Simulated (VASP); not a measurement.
# MoH5 (F-43m) in VASP: a series of runs

MoH5 is run at these levels: PBE; tasks: single point.

Program: VASP 6.6.1. These are calculated values, not measurements. Logs are shortened: lines on timing, memory, paths and dates and some standing lists are left out, and cuts for length are marked.

## (1) The cell of the first run

It takes space group F-43m (No. 216, cubic). The conventional cell has a = 4.871 Å, b = 4.871 Å, c = 4.871 Å, α = 90.00°, β = 90.00°, γ = 90.00°. Within 2.3 Å of H (site symmetry 3m) lie 9 H at 1.70 to 2.02 Å and 3 Mo at 2.02 Å. Within 2.7 Å of H (site symmetry -43m) lie 12 H at 2.02 Å and 4 Mo at 2.11 Å. Within 2.7 Å of Mo (site symmetry -43m) lie 16 H at 2.02 to 2.11 Å.

## (2) Single point, PBE

The input, INCAR:

```
PREC = Accurate ; ENCUT = 520
EDIFF = 1E-7 ; ISMEAR = 0
SIGMA = 0.1 ; LREAL = False
LASPH = True ; NELM = 60
ALGO = Normal ; ISIF = 2
LWAVE = False ; LCHARG = False
GGA = PE ; NBANDS = 18
```

The input, KPOINTS:

```
regular mesh
0
Gamma
  6 6 6
```

The input, POSCAR:

```
MoH5
1.0
    0.0000000000      2.4353047004      2.4353047004
    2.4353047004      0.0000000000      2.4353047004
    2.4353047004      2.4353047004      0.0000000000
H Mo
5 1
Direct
    0.1195916161      0.6268027946      0.6268027946
    0.6268027946      0.6268027946      0.6268027946
    0.6268027946      0.1195916161      0.6268027946
    0.6268027946      0.6268027946      0.1195916161
    0.2500000000      0.2500000000      0.2500000000
    0.0000000000      0.0000000000      0.0000000000
```

Potentials or basis: VASP PAW PBE potentials, release 64 (H, Mo_sv).

Launch:

```
$ cat potpaw_PBE.64/H/POTCAR potpaw_PBE.64/Mo_sv/POTCAR > POTCAR
$ mpirun -np 1 vasp_std > vasp.out
```

OUTCAR:

```text
PREC = Accurate
   ENCUT = 520
   EDIFF = 1E-7
   ISMEAR = 0
   LREAL = False
   LASPH = True
   NELM = 60
   ISIF = 2
   GGA = PE

 ion  position               nearest neighbor table
   1  0.120  0.627  0.627-   6 2.02   6 2.02   6 2.02
   2  0.627  0.627  0.627-   6 2.02   6 2.02   6 2.02
   3  0.627  0.120  0.627-   6 2.02   6 2.02   6 2.02
   4  0.627  0.627  0.120-   6 2.02   6 2.02   6 2.02
   5  0.250  0.250  0.250-   6 2.11   6 2.11   6 2.11   6 2.11
   6  0.000  0.000  0.000-   3 2.02   4 2.02   1 2.02   4 2.02   1 2.02   3 2.02   2 2.02   2 2.02
                             2 2.02   1 2.02   3 2.02   4 2.02   5 2.11   5 2.11   5 2.11   5 2.11

  LATTYP: Found a face centered cubic cell.
 ALAT       =     4.8706094008

  Lattice vectors:

 A1 = (   0.0000000000,   2.4353047004,   2.4353047004)
 A2 = (   2.4353047004,   0.0000000000,   2.4353047004)
 A3 = (   2.4353047004,   2.4353047004,   0.0000000000)

Analysis of symmetry for initial positions (statically):
=====================================================================
 Subroutine PRICEL returns:
 Original cell was already a primitive cell.

 Routine SETGRP: Setting up the symmetry group for a
 face centered cubic supercell.

 Subroutine GETGRP returns: Found 24 space group operations
 (whereof 24 operations were pure point group operations)
 out of a pool of 48 trial point group operations.

The static configuration has the point symmetry T_d .

Analysis of symmetry for dynamics (positions and initial velocities):
=====================================================================
 Subroutine PRICEL returns:
 Original cell was already a primitive cell.

 Routine SETGRP: Setting up the symmetry group for a
 face centered cubic supercell.

 Subroutine GETGRP returns: Found 24 space group operations
 (whereof 24 operations were pure point group operations)
 out of a pool of 48 trial point group operations.

The dynamic configuration has the point symmetry T_d .

 Subroutine INISYM returns: Found 24 space group operations
 (whereof 24 operations are pure point group operations),
 and found     1 'primitive' translations

----------------------------------------------------------------------------------------

                                     Primitive cell

  volume of cell :      28.8862

  direct lattice vectors                    reciprocal lattice vectors
[... 90 lines left out ...]
   IBRION =     -1    ionic relax: 0-MD 1-quasi-New 2-CG
   NFREE  =      0    steps in history (QN), initial steepest desc. (CG)
   ISIF   =      2    stress and relaxation
   ISYM   =      2    0-nonsym 1-usesym 2-fastsym
   POTIM  = 0.5000    time-step for ionic-motion
   TEBEG  =    0.0;   TEEND  =   0.0 temperature during run
   PSTRESS=    0.0 pullay stress
   NELECT =      19.0000    total number of electrons
   NUPDOWN=      -1.0000    fix difference up-down
   EMIN   =  10.00;   EMAX   =-10.00  energy-range for DOS
   EFERMI =   0.00;   METHOD = LEGACY
   ISMEAR =     0;   SIGMA  =   0.10  broadening in eV -4-tet -1-fermi 0-gaus
   EFERMI_NEDOS =   21; number of points for ismear=-14 and -15
   IALGO  =     38    algorithm
   IMIX   =      4    mixing-type and parameters
     AMIX     =   0.40;   BMIX     =  1.00
     AMIX_MAG =   1.60;   BMIX_MAG =  1.00
  volume/ion in A,a.u.               =       4.81        32.49
  Fermi-wavevector in a.u.,A,eV,Ry     =   1.423736  2.690470 27.579329  2.027024
  Thomas-Fermi vector in A             =   2.544302
   LORBIT       =      0    0 simple, 1 ext, 2 COOP (PROOUT), +10 PAW based schemes
   GGA     = PE    functional components
   LHFCALC =     F    Hartree Fock is set to
   AEXX    =    0.0000 exact exchange contribution
   IVDW    =     0    specifies the selected vdW correction
   LEPSILON=     F    determine dielectric tensor
   LRPA    =     F    only Hartree local field effects (RPA)
 non-spin polarized calculation
 Gauss-broadening in eV      SIGMA  =   0.10
  energy-cutoff  :      520.00
  volume of cell :       28.89
 maximum number of plane-waves:       791
 NGX is ok and might be reduce to    28
   NGX = 13   NGY = 13   NGZ = 13

 number of electron      19.0000001 magnetization

 Free energy of the ion-electron system (eV)
  ---------------------------------------------------
  ext. energy  EPLUGINS =         0.00000000
  ---------------------------------------------------
  free energy    TOTEN  =       -24.09463903 eV

  energy without entropy =      -24.08312106  energy(sigma->0) =      -24.08888004

 E-fermi :   8.8139     XC(G=0): -12.4304

 val. band max:        8.5114380647   @ k =   0.3333   0.3333   0.0000
 cond. band min:       8.8223108961   @ k =   0.5000   0.5000   0.0000
 fundamental gap:      0.3108728314
 Fermi energy:         8.8139230562

 k-point     1 :       0.0000    0.0000    0.0000
  band No.  band energies     occupation
      1     -53.0203      2.00000
      2     -27.0277      2.00000
      3     -27.0277      2.00000
      4     -27.0277      2.00000
      5      -4.9173      2.00000
      6       5.1041      2.00000
[... 313 lines left out ...]
      5      -0.0621      2.00000
      6       0.4210      2.00000
[... 10 lines left out ...]
     17      22.1001      0.00000
     18      25.6950      0.00000

------------------------ aborting loop because EDIFF is reached ----------------------------------------

  FORCE on cell =-STRESS in cart. coord.  units (eV):
  Direction    XX          YY          ZZ          XY          YZ          ZX
  --------------------------------------------------------------------------------------
  -------------------------------------------------------------------------------------
  Total       -0.0137143     -0.0137143     -0.0137143      0.0000000      0.0000000      0.0000000
  in kB       -0.7606665     -0.7606665     -0.7606665      0.0000000      0.0000000      0.0000000
  external PRESSURE =      -0.7606665 kB  Pullay stress =       0.0000000 kB

 VOLUME and BASIS-vectors are now :
 -----------------------------------------------------------------------------
  energy-cutoff  :      520.00
  volume of cell :       28.89
      direct lattice vectors                 reciprocal lattice vectors
     0.000000000  2.435304700  2.435304700    -0.205313117  0.205313117  0.205313117
     2.435304700  0.000000000  2.435304700     0.205313117 -0.205313117  0.205313117
     2.435304700  2.435304700  0.000000000     0.205313117  0.205313117 -0.205313117

 POSITION                                       TOTAL-FORCE (eV/Angst)
 -----------------------------------------------------------------------------------
      3.05291      1.81770      1.81770         0.000223     -0.000223     -0.000223
      3.05291      3.05291      3.05291         0.000223      0.000223      0.000223
      1.81770      3.05291      1.81770        -0.000223      0.000223     -0.000223
      1.81770      1.81770      3.05291        -0.000223     -0.000223      0.000223
      1.21765      1.21765      1.21765         0.000000      0.000000      0.000000
      0.00000      0.00000      0.00000         0.000000      0.000000      0.000000
 -----------------------------------------------------------------------------------
    total drift:                                0.000000      0.000000      0.000000

  FREE ENERGIE OF THE ION-ELECTRON SYSTEM (eV)
  ---------------------------------------------------
  free  energy   TOTEN  =       -24.0946390252 eV

  energy  without entropy=      -24.0831210612  energy(sigma->0) =      -24.08888004
```

OSZICAR:

```text
N       E                     dE             d eps       ncg     rms          rms(c)
DAV:   1     0.105183672306E+03    0.10518E+03   -0.96837E+03   576   0.101E+03
DAV:   2    -0.246064044363E+02   -0.12979E+03   -0.12633E+03   690   0.290E+02
DAV:   3    -0.269084392140E+02   -0.23020E+01   -0.22895E+01   660   0.362E+01
DAV:   4    -0.269140800712E+02   -0.56409E-02   -0.56403E-02   636   0.211E+00
DAV:   5    -0.269141070620E+02   -0.26991E-04   -0.26991E-04   634   0.139E-01    0.252E+01
DAV:   6    -0.242938158428E+02    0.26203E+01   -0.13063E+01   592   0.228E+01    0.392E+00
DAV:   7    -0.241128820700E+02    0.18093E+00   -0.12127E+00   592   0.826E+00    0.364E+00
DAV:   8    -0.240976807933E+02    0.15201E-01   -0.11237E-01   622   0.166E+00    0.107E+00
DAV:   9    -0.240947883189E+02    0.28925E-02   -0.10568E-02   602   0.862E-01    0.233E-01
DAV:  10    -0.240946428167E+02    0.14550E-03   -0.61099E-04   626   0.149E-01    0.120E-01
DAV:  11    -0.240946423967E+02    0.41999E-06   -0.42655E-05   628   0.607E-02    0.262E-02
DAV:  12    -0.240946393321E+02    0.30646E-05   -0.18847E-05   616   0.306E-02    0.853E-03
DAV:  13    -0.240946390622E+02    0.26993E-06   -0.84790E-07   626   0.701E-03    0.147E-03
DAV:  14    -0.240946390252E+02    0.37031E-07   -0.38456E-08   328   0.151E-03
   1 F= -.24094639E+02 E0= -.24088880E+02  d E =-.115180E-01
```

Run time: 6.1 s. Hardware: 1 thread of Intel Xeon 6975P-C (Granite Rapids), shared host; peak memory 0.15 GiB.

Results:

- Free energy: -24.0946 eV
- Pressure: -0.1 GPa

Caveat: the k points lie up to 0.37 Å⁻¹ apart.

## (3) Single point, PBE

This run uses another cell than the first one, of 9.19 Å³/atom, 1.909 times its volume.

INCAR: that of step 2 with these lines changed.

```diff
@@ -1,3 +1,3 @@
 PREC = Accurate ; ENCUT = 520
-EDIFF = 1E-7 ; ISMEAR = 0
+EDIFF = 1E-6 ; ISMEAR = 0
 SIGMA = 0.1 ; LREAL = False
```

The input, KPOINTS:

```
Automatic mesh
0
Gamma
  6 6 6
```

The input, POSCAR:

```
MoH5
1.0
    0.0000000000      3.0208249600      3.0208249600
    3.0208249600      0.0000000000      3.0208249600
    3.0208249600      3.0208249600      0.0000000000
H Mo
5 1
Direct
    0.1250000000      0.6250000000      0.6250000000
    0.6250000000      0.6250000000      0.6250000000
    0.6250000000      0.1250000000      0.6250000000
    0.6250000000      0.6250000000      0.1250000000
    0.2500000000      0.2500000000      0.2500000000
    0.0000000000      0.0000000000      0.0000000000
```

Potentials or basis: VASP PAW PBE potentials, release 64 (H, Mo_sv).

Launch:

```
$ cat potpaw_PBE.64/H/POTCAR potpaw_PBE.64/Mo_sv/POTCAR > POTCAR
$ mpirun -np 1 vasp_std > vasp.out
```

It took 7.6 s on 1 thread of Intel Xeon 6975P-C (Granite Rapids), shared host; peak memory 0.17 GiB.

It converged, with:

| Item | Value |
| --- | --- |
| Free energy | -19.4963 eV |
| Pressure | -32.9 GPa |

Levels at points of the mesh, in eV from the Fermi level:
```tsv
k point	band 8	band 9	band 10	band 11	band 12	band 13
(0.00, 0.00, 0.00)	-1.53	-0.37	-0.37	-0.23	2.00	2.00
(0.50, 0.00, 0.00)	-1.95	-0.22	0.01	0.01	0.94	2.77
(0.50, 0.50, 0.00)	-0.52	-0.52	-0.01	0.22	0.22	1.22
```
